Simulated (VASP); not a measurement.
## NaH: relaxation of cell and atoms with r2SCAN

Crystal: NaH.

```
Na H
1.0
     0.00000    2.41604    2.41604
     2.41604    0.00000    2.41604
     2.41604    2.41604    0.00000
Na H
1 1
Direct
  0.00000 0.00000 0.00000
  0.50000 0.50000 0.50000
```

```yaml
Program: VASP 6.6.1
Task: relaxation of cell and atoms
Functional: r2SCAN
Potentials_or_basis: VASP PAW PBE potentials, release 64 (Na_pv, H)
Cutoff: 600 eV
k_mesh: 8 × 8 × 8
Occupations: fermi-dirac, width 0.02 eV
Spin: no spin polarisation
Dipole_correction: no
Further_INCAR_settings: ALGO = Normal; EDIFF = 1e-07; IBRION = 2; EDIFFG = -0.005; NSW = 80; ISIF = 3
```

The relaxed volume is 13.61 Å³/atom and the relaxed cell is a = 3.376 Å, b = 3.376 Å, c = 3.376 Å, α = 60.00°, β = 60.00°, γ = 60.00°. The space group after relaxing (to 0.1 Å) is Fm-3m (No. 225) and the energy gained by relaxing is 1.4 meV/atom. The ionic steps are 3 and the pressure after relaxing is 0.0 GPa. The band gap on the k mesh is 4.43 eV (least direct gap 5.28 eV).

The path:
| step | energy change (eV) | largest force (eV/Å) | pressure (GPa) | volume (Å³) |
| --- | --- | --- | --- | --- |
| 1 | 0.0000 | 0.0000 | -0.70 | 28.21 |
| 2 | -0.0011 | 0.0000 | -0.55 | 27.96 |
| 3 | -0.0029 | 0.0000 | 0.02 | 27.22 |

Final structure:
```
CELL_PARAMETERS angstrom
0.00000 2.38742 2.38742
2.38742 0.00000 2.38742
2.38742 2.38742 0.00000
ATOMIC_POSITIONS crystal
Na 0.00000 0.00000 0.00000
H 0.50000 0.50000 0.50000
```

Levels at points of the mesh, in eV from the valence-band top:
```csv
k point,band 1,band 2,band 3,band 4,band 5,band 6,band 7,band 8
"(0.00, 0.00, 0.00)",-22.83,-22.83,-22.83,-3.65,11.77,16.63,16.63,16.63
"(0.50, 0.00, 0.00)",-22.93,-22.85,-22.85,-0.85,4.43,11.95,14.14,14.14
"(0.50, 0.50, 0.00)",-22.92,-22.87,-22.87,-0.18,5.27,10.84,11.62,11.62
```

Run time: 44 s on 1 thread of Intel(R) Xeon(R) 6975P-C (Granite Rapids), with other jobs on the host, peak memory 0.15 GiB.

Caveat: the PAW data sets were made with another functional, which shifts forces and pressure a little. r2SCAN opens gaps a little over a GGA but as a rule still falls short of measured ones.
